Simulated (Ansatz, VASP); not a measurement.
## Two plane-wave programs on SiMo3

```
CELL_PARAMETERS angstrom
-4.90546 4.90546 0.00000
0.00000 4.90546 -4.90546
-4.90546 0.00000 -4.90546
ATOMIC_POSITIONS crystal
Si 0.75000 0.75000 0.75000
Si 0.25000 0.25000 0.25000
Si 0.50000 0.50000 0.50000
Si 0.00000 0.00000 0.00000
Mo 0.87500 0.62500 0.12500
Mo 0.37500 0.12500 0.62500
Mo 0.62500 0.87500 0.37500
Mo 0.12500 0.37500 0.87500
Mo 0.62500 0.12500 0.87500
Mo 0.12500 0.62500 0.37500
Mo 0.87500 0.37500 0.62500
Mo 0.37500 0.87500 0.12500
Mo 0.87500 0.12500 0.37500
Mo 0.37500 0.62500 0.87500
Mo 0.62500 0.37500 0.12500
Mo 0.12500 0.87500 0.62500
```

Alike in both runs: functional PBE; k mesh 6 × 6 × 6; occupations gaussian, width 0.1 eV; no spin polarisation.

Ansatz relaxed the structure, and its values are those at the end. VASP's run is a single point on that final structure, the one shown.

|  | VASP | Ansatz |
| --- | --- | --- |
| version | VASP 6.6.1 | Ansatz 0.2.0 |
| potentials or method | VASP PAW PBE potentials, release 64 (Si, Mo_sv), cutoff 520 eV | scalar-relativistic, plane waves, PAW |
| valence electrons in the cell | 184 | 184 |

|  | VASP | Ansatz | Ansatz less VASP |
| --- | --- | --- | --- |
| gap on the k mesh at the Fermi level (eV) | none | none | - |
| pressure (GPa) | 0.4 | 0.0 | -0.44 |

A gap of «none» marks a metal or a gap that the smearing closes.
